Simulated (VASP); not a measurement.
# MgBe (P4mm) in VASP: notebook, part 2 of 2

VASP 6.6.1.

**3. Single point, PBE**

This run uses another cell than the first one, of 22.17 Å³/atom, 1.003 times its volume.

File INCAR:

```
SYSTEM = MgBe
PREC = Accurate ; ENCUT = 520
EDIFF = 1E-6 ; ISMEAR = 0
SIGMA = 0.1 ; LREAL = .FALSE.
LASPH = .TRUE. ; NELM = 80
ALGO = Fast ; ISIF = 2
LWAVE = .FALSE. ; LCHARG = .FALSE.
GGA = PE ; NBANDS = 12
```

File KPOINTS:

```
Automatic mesh
0
G
  10 10 12
  0 0 0
```

File POSCAR:

```
MgBe
1.0
    4.7166273771      0.0000000000      0.0000000000
    0.0000000000      4.7166273771      0.0000000000
    0.0000000000      0.0000000000      3.9859356121
Mg Be
2 2
Direct
    0.5000000000      0.0000000000      0.5292941882
    0.0000000000      0.5000000000      0.5292941882
    0.5000000000      0.5000000000      0.7965846757
    0.5000000000      0.5000000000      0.3013963979
```

Potentials or basis: VASP PAW PBE potentials, release 64 (Mg, Be).

Run with:

```sh
cat potpaw_PBE.64/Mg/POTCAR potpaw_PBE.64/Be/POTCAR > POTCAR
mpirun -np 1 vasp_std > vasp.out
```

OUTCAR:

```text
SYSTEM = MgBe
   PREC = Accurate
   ENCUT = 520
   EDIFF = 1E-6
   ISMEAR = 0
   LREAL = .FALSE.
   LASPH = .TRUE.
   NELM = 80
   ISIF = 2
   GGA = PE

 ion  position               nearest neighbor table
   1  0.500  0.000  0.529-   4 2.53   4 2.53   3 2.59   3 2.59   2 3.34   2 3.34   2 3.34   2 3.34

   2  0.000  0.500  0.529-   4 2.53   4 2.53   3 2.59   3 2.59   1 3.34   1 3.34   1 3.34   1 3.34

   3  0.500  0.500  0.797-   4 1.97   4 2.01   2 2.59   1 2.59   1 2.59   2 2.59
   4  0.500  0.500  0.301-   3 1.97   3 2.01   1 2.53   2 2.53   1 2.53   2 2.53

  LATTYP: Found a simple tetragonal cell.
 ALAT       =     4.7166273771
 C/A-ratio  =     0.8450817276

  Lattice vectors:

 A1 = (   4.7166273771,   0.0000000000,   0.0000000000)
 A2 = (   0.0000000000,   4.7166273771,   0.0000000000)
 A3 = (   0.0000000000,   0.0000000000,   3.9859356121)

Analysis of symmetry for initial positions (statically):
=====================================================================
 Subroutine PRICEL returns:
 Original cell was already a primitive cell.

 Routine SETGRP: Setting up the symmetry group for a
 simple tetragonal supercell.

 Subroutine GETGRP returns: Found  8 space group operations
 (whereof  8 operations were pure point group operations)
 out of a pool of 16 trial point group operations.

The static configuration has the point symmetry C_4v.

Analysis of symmetry for dynamics (positions and initial velocities):
=====================================================================
 Subroutine PRICEL returns:
 Original cell was already a primitive cell.

 Routine SETGRP: Setting up the symmetry group for a
 simple tetragonal supercell.

 Subroutine GETGRP returns: Found  8 space group operations
 (whereof  8 operations were pure point group operations)
 out of a pool of 16 trial point group operations.

The dynamic configuration has the point symmetry C_4v.

 Subroutine INISYM returns: Found  8 space group operations
 (whereof  8 operations are pure point group operations),
 and found     1 'primitive' translations

----------------------------------------------------------------------------------------

                                     Primitive cell

  volume of cell :      88.6734

  direct lattice vectors                    reciprocal lattice vectors
     4.716627377  0.000000000  0.000000000     0.212015900  0.000000000  0.000000000
     0.000000000  4.716627377  0.000000000     0.000000000  0.212015900  0.000000000
     0.000000000  0.000000000  3.985935612     0.000000000  0.000000000  0.250882126

  length of vectors
     4.716627377  4.716627377  3.985935612     0.212015900  0.212015900  0.250882126

  position of ions in fractional coordinates (direct lattice)
     0.500000000  0.000000000  0.529294188
     0.000000000  0.500000000  0.529294188
     0.500000000  0.500000000  0.796584676
     0.500000000  0.500000000  0.301396398

  ion indices of the primitive-cell ions
   primitive index   ion index
                 1           1
                 2           2
                 3           3
                 4           4

----------------------------------------------------------------------------------------

 KPOINTS: Automatic mesh

Automatic generation of k-mesh.
 Grid dimensions read from file:
 generate k-points for:   10   10   12

 Generating k-lattice:

[... 50 lines left out ...]
   NGXF,Y,Z  is equivalent  to a cutoff of  25.38, 25.38, 25.02 a.u.
 SYSTEM =  MgBe
   PREC   = accura    normal or accurate (medium, high low for compatibility)
   ISTART =      0    job   : 0-new  1-cont  2-samecut
   ICHARG =      2    charge: 1-file 2-atom 10-const
   ISPIN  =      1    spin polarized calculation?
   LNONCOLLINEAR =      F non collinear calculations
   LSORBIT =      F    spin-orbit coupling
   LASPH  =      T    aspherical Exc in radial PAW
   ENCUT  =  520.0 eV  38.22 Ry    6.18 a.u.   8.77  8.77  7.41*2*pi/ulx,y,z
   NELM   =     80;   NELMIN=  2; NELMDL= -5     # of ELM steps
   EDIFF  = 0.1E-05   stopping-criterion for ELM
   LREAL  =      F    real-space projection
   EDIFFG = 0.1E-04   stopping-criterion for IOM
   NSW    =      0    number of steps for IOM
   IBRION =     -1    ionic relax: 0-MD 1-quasi-New 2-CG
   NFREE  =      0    steps in history (QN), initial steepest desc. (CG)
   ISIF   =      2    stress and relaxation
   ISYM   =      2    0-nonsym 1-usesym 2-fastsym
   POTIM  = 0.5000    time-step for ionic-motion
   TEBEG  =    0.0;   TEEND  =   0.0 temperature during run
   PSTRESS=    0.0 pullay stress
   NELECT =       8.0000    total number of electrons
   NUPDOWN=      -1.0000    fix difference up-down
   EMIN   =  10.00;   EMAX   =-10.00  energy-range for DOS
   EFERMI =   0.00;   METHOD = LEGACY
   ISMEAR =     0;   SIGMA  =   0.10  broadening in eV -4-tet -1-fermi 0-gaus
   EFERMI_NEDOS =   21; number of points for ismear=-14 and -15
   IALGO  =     68    algorithm
   IMIX   =      4    mixing-type and parameters
     AMIX     =   0.40;   BMIX     =  1.00
     AMIX_MAG =   1.60;   BMIX_MAG =  1.00
  volume/ion in A,a.u.               =      22.17       149.60
  Fermi-wavevector in a.u.,A,eV,Ry     =   0.734244  1.387520  7.335093  0.539114
  Thomas-Fermi vector in A             =   1.827149
   LORBIT       =      0    0 simple, 1 ext, 2 COOP (PROOUT), +10 PAW based schemes
   GGA     = PE    functional components
   LHFCALC =     F    Hartree Fock is set to
   AEXX    =    0.0000 exact exchange contribution
   IVDW    =     0    specifies the selected vdW correction
   LEPSILON=     F    determine dielectric tensor
   LRPA    =     F    only Hartree local field effects (RPA)
 non-spin polarized calculation
 RMM-DIIS sequential band-by-band and
 Gauss-broadening in eV      SIGMA  =   0.10
  energy-cutoff  :      520.00
  volume of cell :       88.67
 maximum number of plane-waves:      2417
 NGX is ok and might be reduce to    36
   NGX = 17   NGY = 17   NGZ = 15

 number of electron       8.0000000 magnetization

 Free energy of the ion-electron system (eV)
  ---------------------------------------------------
  ext. energy  EPLUGINS =         0.00000000
  ---------------------------------------------------
  free energy    TOTEN  =        -8.21586115 eV

  energy without entropy =       -8.20738771  energy(sigma->0) =       -8.21162443

 E-fermi :   1.2389     XC(G=0):  -7.6819

 val. band max:        1.2388123322   @ k =   0.4000   0.2000   0.4167
 cond. band min:       1.2426555004   @ k =   0.3000   0.0000   0.5000
 fundamental gap:      0.0038431682
 Fermi energy:         1.2389262310

 k-point     1 :       0.0000    0.0000    0.0000
  band No.  band energies     occupation
      1      -5.2556      2.00000
      2       0.0804      2.00000
      3       0.0804      2.00000
      4       0.9453      1.99997
      5       2.1305      0.00000
      6       2.8060      0.00000
      7       4.1878      0.00000
      8       7.4078      0.00000
      9       7.4078      0.00000
     10       7.7499      0.00000
     11       7.7499      0.00000
     12       7.8518      0.00000
[... 331 lines left out ...]
 k-point    24 :       0.2000    0.0000    0.0833
  band No.  band energies     occupation
      1      -4.9982      2.00000
      2      -1.0620      2.00000
      3       0.2672      2.00000
      4       0.7727      2.00000
      5       2.6293      0.00000
      6       4.0891      0.00000
      7       4.5502      0.00000
      8       5.6439      0.00000
      9       6.2618      0.00000
     10       6.7710      0.00000
     11       7.3700      0.00000
     12       9.0885      0.00000

 [... further k-points ...]

------------------------ aborting loop because EDIFF is reached ----------------------------------------

  FORCE on cell =-STRESS in cart. coord.  units (eV):
  Direction    XX          YY          ZZ          XY          YZ          ZX
  --------------------------------------------------------------------------------------
  -------------------------------------------------------------------------------------
  Total       -0.0244653     -0.0244653      0.0152065      0.0000000      0.0000000      0.0000000
  in kB       -0.4420458     -0.4420458      0.2747548      0.0000000      0.0000000      0.0000000
  external PRESSURE =      -0.2031123 kB  Pullay stress =       0.0000000 kB

 VOLUME and BASIS-vectors are now :
 -----------------------------------------------------------------------------
  energy-cutoff  :      520.00
  volume of cell :       88.67
      direct lattice vectors                 reciprocal lattice vectors
     4.716627377  0.000000000  0.000000000     0.212015900  0.000000000  0.000000000
     0.000000000  4.716627377  0.000000000     0.000000000  0.212015900  0.000000000
     0.000000000  0.000000000  3.985935612     0.000000000  0.000000000  0.250882126

 POSITION                                       TOTAL-FORCE (eV/Angst)
 -----------------------------------------------------------------------------------
      2.35831      0.00000      2.10973         0.000000     -0.000000     -0.000035
      0.00000      2.35831      2.10973         0.000000      0.000000     -0.000035
      2.35831      2.35831      3.17514         0.000000      0.000000      0.005610
      2.35831      2.35831      1.20135         0.000000     -0.000000     -0.005540
 -----------------------------------------------------------------------------------
    total drift:                                0.000000      0.000000      0.000010

  FREE ENERGIE OF THE ION-ELECTRON SYSTEM (eV)
  ---------------------------------------------------
  free  energy   TOTEN  =        -8.2158611488 eV

  energy  without entropy=       -8.2073877071  energy(sigma->0) =       -8.21162443
```

stdout:

```text
POSCAR found type information on POSCAR MgBe
 POSCAR found :  2 types and       4 ions
 scaLAPACK will be used
 LDA part: xc-table for (Slater+PW92), standard interpolation
 POSCAR, INCAR and KPOINTS ok, starting setup
 FFT: planning ... GRIDC
 FFT: planning ... GRID_SOFT
 FFT: planning ... GRID
 WAVECAR not read
 entering main loop
```

It took 2.1 min on 1 thread of Intel Xeon 6975P-C (Granite Rapids), shared host; peak memory 0.3 GiB.

Results:

```yaml
Free_energy: -8.2159 eV
Pressure: 0.0 GPa
Largest_force: 0.006 eV/Å
Band_gap_on_the_k_mesh: zero (band 4 reaches 1.67 eV, above the bottom of band 5 at 0.75 eV)
```

Forces in eV/Å, atoms in the order of the input:
```
Mg   0.000  0.000  0.000
Mg   0.000  0.000  0.000
Be   0.000  0.000  0.006
Be   0.000  0.000 -0.006
```

Levels at points of the mesh, in eV from the Fermi level:
```csv
k point,band 1,band 2,band 3,band 4,band 5,band 6,band 7,band 8,band 9
"(0.00, 0.00, 0.00)",-6.49,-1.16,-1.16,-0.29,0.89,1.57,2.95,6.17,6.17
"(0.50, 0.00, 0.00)",-5.65,-3.94,-0.72,-0.06,2.31,2.88,2.97,3.93,4.36
"(0.50, 0.50, 0.00)",-4.86,-3.20,-3.20,-0.81,0.15,4.86,4.86,5.03,6.53
"(0.00, 0.00, 0.50)",-5.22,-3.56,0.30,0.30,1.71,2.06,2.06,3.41,3.85
"(0.50, 0.00, 0.50)",-4.50,-2.90,-2.34,-0.73,0.75,2.46,3.68,4.16,4.24
"(0.50, 0.50, 0.50)",-3.87,-2.27,-1.51,-1.51,-0.13,-0.13,0.48,2.94,8.36
```

**4. Relaxation of cell and atoms, PBE**

File INCAR:

```
SYSTEM = MgBe
PREC = Accurate
ENCUT = 600
EDIFF = 1E-6
ISMEAR = 0
SIGMA = 0.1
LREAL = .False.
LASPH = .True.
NELM = 100
ALGO = Fast
ISIF = 3
LWAVE = .False.
LCHARG = .False.
GGA = PE
IBRION = 2
NSW = 100
EDIFFG = -0.01
```

File KPOINTS:

```
regular mesh
0
Gamma
  10 10 12
  0 0 0
```

File POSCAR:

```
MgBe
1.0
    4.7179680522      0.0000000000      0.0000000000
    0.0000000000      4.7179680522      0.0000000000
    0.0000000000      0.0000000000      3.9704877345
Mg Be
2 2
Direct
    0.5000000000      0.0000000000      0.5293086058
    0.0000000000      0.5000000000      0.5293086058
    0.5000000000      0.5000000000      0.7960065755
    0.5000000000      0.5000000000      0.3019456629
```

Run with:

```sh
cat potpaw_PBE.64/Mg/POTCAR potpaw_PBE.64/Be/POTCAR > POTCAR
mpirun -np 1 vasp_std > vasp.out
```

Run time: 3.2 min. Hardware: 1 thread of Intel Xeon 6975P-C (Granite Rapids), shared host; peak memory 0.34 GiB.

Results (log left out):

| Property | Result |
| --- | --- |
| Free energy | -8.2160 eV |
| Relaxed volume | 22.15 Å³/atom |
| Relaxed cell | a = 4.715 Å, b = 4.715 Å, c = 3.987 Å, α = 90.00°, β = 90.00°, γ = 90.00° |
| Space group after relaxing (to 0.05 Å) | P4mm (No. 99) |
| Energy gained by relaxing | 0.2 meV/atom |
| Ionic steps | 4 |
| Pressure after relaxing | 0.0 GPa |
| Band gap on the k mesh | zero (band 4 reaches 1.67 eV, above the bottom of band 5 at 0.75 eV) |

Step by step:
| step | energy change (eV) | largest force (eV/Å) | pressure (GPa) | volume (Å³) |
| --- | --- | --- | --- | --- |
| 1 | 0.0000 | 0.0659 | 0.11 | 88.38 |
| 2 | -0.0007 | 0.0152 | 0.01 | 88.58 |
| 3 | -0.0007 | 0.0201 | 0.00 | 88.59 |
| 4 | -0.0007 | 0.0003 | 0.00 | 88.61 |

Final structure:
```xyz
4
Lattice="4.7145 0.0000 0.0000 0.0000 4.7145 0.0000 0.0000 0.0000 3.9866" Properties=species:S:1:pos:R:3 pbc="T T T"
Mg    2.3573    4.7145    2.1101
Mg    0.0000    2.3573    2.1101
Be    2.3573    2.3573    3.1759
Be    2.3573    2.3573    1.2012
```

Levels at points of the mesh, in eV from the Fermi level:
| k point | band 1 | band 2 | band 3 | band 4 | band 5 | band 6 | band 7 | band 8 |
| --- | --- | --- | --- | --- | --- | --- | --- | --- |
| (0.00, 0.00, 0.00) | -6.50 | -1.16 | -1.16 | -0.30 | 0.90 | 1.57 | 2.94 | 6.18 |
| (0.50, 0.00, 0.00) | -5.65 | -3.94 | -0.72 | -0.07 | 2.31 | 2.89 | 2.97 | 3.92 |
| (0.50, 0.50, 0.00) | -4.86 | -3.20 | -3.20 | -0.81 | 0.15 | 4.86 | 4.86 | 5.03 |
| (0.00, 0.00, 0.50) | -5.23 | -3.56 | 0.30 | 0.30 | 1.71 | 2.06 | 2.06 | 3.41 |
| (0.50, 0.00, 0.50) | -4.50 | -2.90 | -2.34 | -0.73 | 0.75 | 2.46 | 3.69 | 4.19 |
| (0.50, 0.50, 0.50) | -3.87 | -2.27 | -1.51 | -1.51 | -0.13 | -0.13 | 0.48 | 2.94 |

**5. Summary**

```tsv
task	cell	k mesh	cutoff (eV)	gap on the mesh (eV)	pressure (GPa)	largest force (eV/Å)
single point	a = 4.718, b = 4.718, c = 3.970 Å, 4 atoms	6 × 6 × 4	520	none	0.0	0.01
single point	a = 4.717, b = 4.717, c = 3.986 Å, 4 atoms	10 × 10 × 12	520	none	0.0	0.01
relaxation of cell and atoms	relaxed from a = 4.718, b = 4.718, c = 3.970 Å, 4 atoms	10 × 10 × 12	600	none	0.0	-
```

Alike in all rows: level PBE; potentials or basis VASP PAW PBE potentials, release 64 (Mg, Be); no spin polarisation; smearing gaussian 0.1 eV.

Caveats: some runs use coarse meshes.

Absolute energies hang on the potentials; compare differences alone.
